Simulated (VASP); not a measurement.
# MgS (P4_12_12) in VASP: further runs

MgS is run at these levels: PBE; tasks: relaxation of cell and atoms, relaxation of shape and atoms at fixed volume.

Program: VASP 6.6.1. These are calculated values, not measurements. Logs are shortened: lines on timing, memory, paths and dates and some standing lists are left out, and cuts for length are marked.

### Step 1. The cell of the first run

The structure is tetragonal, space group P4_12_12 (No. 92). The conventional cell has a = 6.578 Å, b = 6.578 Å, c = 3.591 Å, α = 90.00°, β = 90.00°, γ = 90.00°. Within 3.1 Å of Mg (site symmetry 2) lie 4 S at 2.34 to 2.40 Å. S (site symmetry 2) has 4 Mg at 2.34 to 2.40 Å within 3.1 Å.

The cell was generated, and may not be a known phase.

### Step 2. Relaxation of cell and atoms, PBE

Input file INCAR:

```
SYSTEM = MgS
PREC = Accurate
ENCUT = 600
EDIFF = 1E-7
ISMEAR = 0
SIGMA = 0.1
LREAL = .False.
LASPH = .True.
NELM = 100
ALGO = Normal
ISIF = 3
LWAVE = .False.
LCHARG = .False.
GGA = PE
IBRION = 2
NSW = 90
EDIFFG = -0.04
```

Input file KPOINTS:

```
Automatic mesh
0
Gamma
  4 4 6
  0 0 0
```

Input file POSCAR:

```
MgS
1.0
    6.5783118100      0.0000000000      0.0000000000
    0.0000000000      6.5783118100      0.0000000000
    0.0000000000      0.0000000000      3.5911843500
Mg S
4 4
Direct
    0.6692432600      0.6692432600      0.5000000000
    0.1692432600      0.8307567400      0.2500000000
    0.3307567400      0.3307567400      0.0000000000
    0.8307567400      0.1692432600      0.7500000000
    0.8307567400      0.8307567400      0.0000000000
    0.3307567400      0.6692432600      0.7500000000
    0.1692432600      0.1692432600      0.5000000000
    0.6692432600      0.3307567400      0.2500000000
```

Potentials or basis: VASP PAW PBE potentials, release 64 (Mg, S).

Started as:

```bash
cat potpaw_PBE.64/Mg/POTCAR potpaw_PBE.64/S/POTCAR > POTCAR
mpirun -np 1 vasp_std > vasp.out
```

OUTCAR:

```text
SYSTEM = MgS
   PREC = Accurate
   ENCUT = 600
   EDIFF = 1E-7
   ISMEAR = 0
   LREAL = .False.
   LASPH = .True.
   NELM = 100
   ISIF = 3
   GGA = PE
   IBRION = 2
   NSW = 90
   EDIFFG = -0.04

 ion  position               nearest neighbor table
   1  0.669  0.669  0.500-   5 2.34   5 2.34   8 2.40   6 2.40   2 3.57   4 3.57   4 3.57   2 3.57
                             3 3.62   3 3.62
   2  0.169  0.831  0.250-   6 2.34   6 2.34   7 2.40   5 2.40   1 3.57   3 3.57   3 3.57   1 3.57
                             4 3.62   4 3.62
   3  0.331  0.331  0.000-   7 2.34   7 2.34   8 2.40   6 2.40   2 3.57   4 3.57   2 3.57   4 3.57
                             1 3.62   1 3.62
   4  0.831  0.169  0.750-   8 2.34   8 2.34   5 2.40   7 2.40   1 3.57   3 3.57   1 3.57   3 3.57
                             2 3.62   2 3.62
   5  0.831  0.831  0.000-   1 2.34   1 2.34   4 2.40   2 2.40
   6  0.331  0.669  0.750-   2 2.34   2 2.34   3 2.40   1 2.40
   7  0.169  0.169  0.500-   3 2.34   3 2.34   4 2.40   2 2.40
   8  0.669  0.331  0.250-   4 2.34   4 2.34   1 2.40   3 2.40

  LATTYP: Found a simple tetragonal cell.
 ALAT       =     6.5783118100
 C/A-ratio  =     0.5459127590

  Lattice vectors:

 A1 = (   6.5783118100,   0.0000000000,   0.0000000000)
 A2 = (   0.0000000000,   6.5783118100,   0.0000000000)
 A3 = (   0.0000000000,   0.0000000000,   3.5911843500)

Analysis of symmetry for initial positions (statically):
=====================================================================
 Subroutine PRICEL returns:
 Original cell was already a primitive cell.

 Routine SETGRP: Setting up the symmetry group for a
 simple tetragonal supercell.

 Subroutine GETGRP returns: Found  8 space group operations
 (whereof  2 operations were pure point group operations)
 out of a pool of 16 trial point group operations.

The static configuration has the point symmetry C_2 .
 The point group associated with its full space group is D_4 .

Analysis of symmetry for dynamics (positions and initial velocities):
=====================================================================
 Subroutine PRICEL returns:
 Original cell was already a primitive cell.

 Routine SETGRP: Setting up the symmetry group for a
 simple tetragonal supercell.

 Subroutine GETGRP returns: Found  8 space group operations
 (whereof  2 operations were pure point group operations)
 out of a pool of 16 trial point group operations.

The dynamic configuration has the point symmetry C_2 .
 The point group associated with its full space group is D_4 .

 Subroutine INISYM returns: Found  8 space group operations
[... 99 lines left out ...]
   PREC   = accura    normal or accurate (medium, high low for compatibility)
   ISTART =      0    job   : 0-new  1-cont  2-samecut
   ICHARG =      2    charge: 1-file 2-atom 10-const
   ISPIN  =      1    spin polarized calculation?
   LNONCOLLINEAR =      F non collinear calculations
   LSORBIT =      F    spin-orbit coupling
   LASPH  =      T    aspherical Exc in radial PAW
   ENCUT  =  600.0 eV  44.10 Ry    6.64 a.u.  13.14 13.14  7.17*2*pi/ulx,y,z
   NELM   =    100;   NELMIN=  2; NELMDL= -5     # of ELM steps
   EDIFF  = 0.1E-06   stopping-criterion for ELM
   LREAL  =      F    real-space projection
   EDIFFG = -.4E-01   stopping-criterion for IOM
   NSW    =     90    number of steps for IOM
   IBRION =      2    ionic relax: 0-MD 1-quasi-New 2-CG
   NFREE  =      1    steps in history (QN), initial steepest desc. (CG)
   ISIF   =      3    stress and relaxation
   ISYM   =      2    0-nonsym 1-usesym 2-fastsym
   POTIM  = 0.5000    time-step for ionic-motion
   TEBEG  =    0.0;   TEEND  =   0.0 temperature during run
   PSTRESS=    0.0 pullay stress
   NELECT =      32.0000    total number of electrons
   NUPDOWN=      -1.0000    fix difference up-down
   EMIN   =  10.00;   EMAX   =-10.00  energy-range for DOS
   EFERMI =   0.00;   METHOD = LEGACY
   ISMEAR =     0;   SIGMA  =   0.10  broadening in eV -4-tet -1-fermi 0-gaus
   EFERMI_NEDOS =   21; number of points for ismear=-14 and -15
   IALGO  =     38    algorithm
   IMIX   =      4    mixing-type and parameters
     AMIX     =   0.40;   BMIX     =  1.00
     AMIX_MAG =   1.60;   BMIX_MAG =  1.00
  volume/ion in A,a.u.               =      19.43       131.09
  Fermi-wavevector in a.u.,A,eV,Ry     =   0.966724  1.826844 12.715404  0.934556
  Thomas-Fermi vector in A             =   2.096550
   LORBIT       =      0    0 simple, 1 ext, 2 COOP (PROOUT), +10 PAW based schemes
   GGA     = PE    functional components
   LHFCALC =     F    Hartree Fock is set to
   AEXX    =    0.0000 exact exchange contribution
   IVDW    =     0    specifies the selected vdW correction
   LEPSILON=     F    determine dielectric tensor
   LRPA    =     F    only Hartree local field effects (RPA)
 conjugate gradient relaxation of ions
 non-spin polarized calculation
 Gauss-broadening in eV      SIGMA  =   0.10
  energy-cutoff  :      600.00
  volume of cell :      155.41
 maximum number of plane-waves:      5230
 NGX is ok and might be reduce to    54
   NGX = 27   NGY = 27   NGZ = 15

--------------------------------------- Ionic step        1  -------------------------------------------

 number of electron      31.9999997 magnetization

 Free energy of the ion-electron system (eV)
  ---------------------------------------------------
  ext. energy  EPLUGINS =         0.00000000
  ---------------------------------------------------
  free energy    TOTEN  =       -32.21038399 eV

  energy without entropy =      -32.21038399  energy(sigma->0) =      -32.21038399

------------------------ aborting loop because EDIFF is reached ----------------------------------------

  FORCE on cell =-STRESS in cart. coord.  units (eV):
  Direction    XX          YY          ZZ          XY          YZ          ZX
  --------------------------------------------------------------------------------------
  -------------------------------------------------------------------------------------
  Total       10.2311713     10.2311713     10.5313375      0.0000000     -0.0000000      0.0000000
  in kB      105.4798075    105.4798075    108.5744168      0.0000000     -0.0000000      0.0000000
  external PRESSURE =     106.5113439 kB  Pullay stress =       0.0000000 kB
[... 281 lines left out ...]
--------------------------------------- Ionic step        8  -------------------------------------------

 number of electron      32.0000001 magnetization

 Free energy of the ion-electron system (eV)
  ---------------------------------------------------
  ext. energy  EPLUGINS =         0.00000000
  ---------------------------------------------------
  free energy    TOTEN  =       -32.94111085 eV

  energy without entropy =      -32.94111085  energy(sigma->0) =      -32.94111085

 E-fermi :   2.1414     XC(G=0):  -8.4636

 val. band max:        1.6639951188   @ k =   0.2500   0.2500   0.0000
 cond. band min:       4.5210797015   @ k =   0.0000   0.0000   0.0000
 fundamental gap:      2.8570845827
 Fermi energy:         2.1413878692

 k-point     1 :       0.0000    0.0000    0.0000
  band No.  band energies     occupation
      1     -10.1317      2.00000
      2      -9.3424      2.00000
      3      -9.3424      2.00000
      4      -9.2916      2.00000
      5      -2.3446      2.00000
      6      -1.1247      2.00000
[... 600 lines left out ...]
  FREE ENERGIE OF THE ION-ELECTRON SYSTEM (eV)
  ---------------------------------------------------
  free  energy   TOTEN  =       -32.9411108544 eV

  energy  without entropy=      -32.9411108544  energy(sigma->0) =      -32.94111085

 reached required accuracy - stopping structural energy minimisation
```

OSZICAR:

```text
N       E                     dE             d eps       ncg     rms          rms(c)
DAV:   1     0.167769992144E+03    0.16777E+03   -0.13763E+04  1008   0.141E+03
DAV:   2    -0.189932952978E+02   -0.18676E+03   -0.17797E+03  1455   0.210E+02
DAV:   3    -0.341248816731E+02   -0.15132E+02   -0.15070E+02  1243   0.665E+01
[... 84 lines left out ...]
DAV:   3    -0.329411141654E+02    0.48527E-04   -0.11578E-04  1178   0.536E-02    0.379E-02
DAV:   4    -0.329411078750E+02    0.62904E-05   -0.30529E-05  1183   0.275E-02    0.153E-02
DAV:   5    -0.329411091108E+02   -0.12358E-05   -0.20188E-06  1168   0.863E-03    0.705E-03
DAV:   6    -0.329411107777E+02   -0.16669E-05   -0.13425E-06  1168   0.608E-03    0.381E-03
DAV:   7    -0.329411108544E+02   -0.76739E-07   -0.65427E-08   624   0.154E-03
   8 F= -.32941111E+02 E0= -.32941111E+02  d E =-.433538E-02
```

Run time: 13 min. Hardware: 1 thread of AMD EPYC 7R13, shared host; peak memory 0.31 GiB.

Results:

| Quantity | Value |
| --- | --- |
| Free energy | -32.9411 eV |
| Relaxed volume | 22.30 Å³/atom |
| Relaxed cell | a = 6.957 Å, b = 6.957 Å, c = 3.686 Å, α = 90.00°, β = 90.00°, γ = 90.00° |
| Space group after relaxing (to 0.1 Å) | P4_12_12 (No. 92) |
| Energy gained by relaxing | 91.3 meV/atom |
| Ionic steps | 8 |
| Pressure after relaxing | 0.1 GPa |
| Largest force after relaxing | 0.034 eV/Å |
| Band gap on the k mesh | 2.86 eV |

Forces in eV/Å, atoms in the order of the input:
```
Mg  -0.024 -0.024  0.000
Mg  -0.024  0.024  0.000
Mg   0.024  0.024  0.000
Mg   0.024 -0.024  0.000
S   -0.016 -0.016  0.000
S   -0.016  0.016  0.000
S    0.016  0.016  0.000
S    0.016 -0.016  0.000
```

Step by step:
| step | energy change (eV) | largest force (eV/Å) | pressure (GPa) | volume (Å³) |
| --- | --- | --- | --- | --- |
| 1 | 0.0000 | 0.4251 | 10.65 | 155.41 |
| 2 | -0.6429 | 0.0489 | -2.27 | 186.30 |
| 3 | -0.6999 | 0.1044 | 0.02 | 178.39 |
| 4 | -0.6999 | 0.1005 | -0.13 | 178.87 |
| 5 | -0.7187 | 0.1126 | -0.16 | 179.18 |
| 6 | -0.7264 | 0.1251 | -0.19 | 179.50 |
| 7 | -0.7303 | 0.0613 | 0.04 | 178.74 |
| 8 | -0.7307 | 0.0335 | 0.14 | 178.42 |

Final structure:
```
CELL_PARAMETERS angstrom
6.95716 0.00000 0.00000
0.00000 6.95716 0.00000
0.00000 0.00000 3.68620
ATOMIC_POSITIONS crystal
Mg 0.66526 0.66526 0.50000
Mg 0.16526 0.83474 0.25000
Mg 0.33474 0.33474 0.00000
Mg 0.83474 0.16526 0.75000
S 0.83260 0.83260 0.00000
S 0.33260 0.66740 0.75000
S 0.16740 0.16740 0.50000
S 0.66740 0.33260 0.25000
```

### Step 3. Relaxation of shape and atoms at fixed volume, PBE (19.72 Å³/atom)

This run uses another cell than the first one, of 19.72 Å³/atom.

Input file INCAR:

```
PREC = Accurate
ENCUT = 600
EDIFF = 1E-6
ISMEAR = 0
SIGMA = 0.02
LREAL = F
LASPH = T
NELM = 100
ALGO = Normal
ISIF = 4
LWAVE = F
LCHARG = F
GGA = PE
IBRION = 2
NSW = 50
EDIFFG = -0.01
```

Input file KPOINTS:

```
regular mesh
0
Gamma
  4 4 6
```

Input file POSCAR:

```
MgS
1.0
    6.6570637294      0.0000000000      0.0000000000
    0.0000000000      6.6570637294      0.0000000000
    0.0000000000      0.0000000000      3.5602645818
Mg S
4 4
Direct
    0.6630499933      0.6630499933      0.5000000000
    0.1630499933      0.8369500067      0.2500000000
    0.3369500067      0.3369500067      0.0000000000
    0.8369500067      0.1630499933      0.7500000000
    0.8301744783      0.8301744783      0.0000000000
    0.3301744783      0.6698255217      0.7500000000
    0.1698255217      0.1698255217      0.5000000000
    0.6698255217      0.3301744783      0.2500000000
```

Potentials or basis: VASP PAW PBE potentials, release 64 (Mg, S).

Started as:

```bash
cat potpaw_PBE.64/Mg/POTCAR potpaw_PBE.64/S/POTCAR > POTCAR
mpirun -np 1 vasp_std > vasp.out
```

It took 5.5 min on 1 thread of AMD EPYC 7R13, shared host; peak memory 0.29 GiB.

Results (log left out):

```yaml
Free_energy: -32.4021 eV
Energy_gained_by_relaxing: 0.0 meV/atom
Ionic_steps: 5
Pressure_after_relaxing: 9.2 GPa
Largest_force_after_relaxing: 0.007 eV/Å
Band_gap_on_the_k_mesh: 3.43 eV (least direct gap 3.44 eV)
```

Forces in eV/Å, atoms in the order of the input:
```
Mg  -0.005 -0.005  0.000
Mg  -0.005  0.005  0.000
Mg   0.005  0.005  0.000
Mg   0.005 -0.005  0.000
S   -0.001 -0.001  0.000
S   -0.001  0.001  0.000
S    0.001  0.001  0.000
S    0.001 -0.001  0.000
```

The path:
```tsv
step	energy change (eV)	largest force (eV/Å)	pressure (GPa)	volume (Å³)
1	0.0000	0.0166	9.20	157.78
2	-0.0002	0.0181	9.18	157.78
3	-0.0002	0.0207	9.18	157.78
4	-0.0003	0.0126	9.18	157.78
5	-0.0003	0.0073	9.17	157.78
```

Final structure:
```
Mg S
1.0
     6.64963    0.00000    0.00000
     0.00000    6.64963    0.00000
     0.00000    0.00000    3.56823
Mg S
4 4
Direct
  0.66297 0.66297 0.50000
  0.16297 0.83703 0.25000
  0.33703 0.33703 0.00000
  0.83703 0.16297 0.75000
  0.82995 0.82995 0.00000
  0.32995 0.67005 0.75000
  0.17005 0.17005 0.50000
  0.67005 0.32995 0.25000
```

Levels at points of the mesh, in eV from the valence-band top:
| k point | band 12 | band 13 | band 14 | band 15 | band 16 | band 17 | band 18 | band 19 | band 20 | band 21 |
| --- | --- | --- | --- | --- | --- | --- | --- | --- | --- | --- |
| (0.00, 0.00, 0.00) | -0.48 | -0.20 | -0.18 | -0.18 | -0.01 | 3.43 | 5.17 | 5.17 | 5.96 | 6.43 |
| (0.50, 0.00, 0.00) | -0.89 | -0.43 | -0.43 | -0.18 | -0.18 | 4.60 | 4.60 | 5.34 | 5.34 | 5.86 |
| (0.50, 0.50, 0.00) | -1.10 | -0.26 | -0.26 | -0.17 | -0.17 | 4.34 | 4.34 | 5.22 | 5.22 | 6.14 |
| (0.00, 0.00, 0.50) | -1.98 | -1.01 | -1.01 | -0.67 | -0.67 | 3.51 | 3.51 | 5.38 | 5.38 | 6.60 |
| (0.50, 0.00, 0.50) | -1.93 | -1.01 | -1.01 | -0.44 | -0.44 | 4.19 | 4.19 | 4.92 | 4.92 | 5.44 |
| (0.50, 0.50, 0.50) | -1.82 | -0.90 | -0.90 | -0.90 | -0.90 | 4.49 | 4.49 | 4.49 | 4.49 | 5.82 |

A k mesh can miss the band edges.
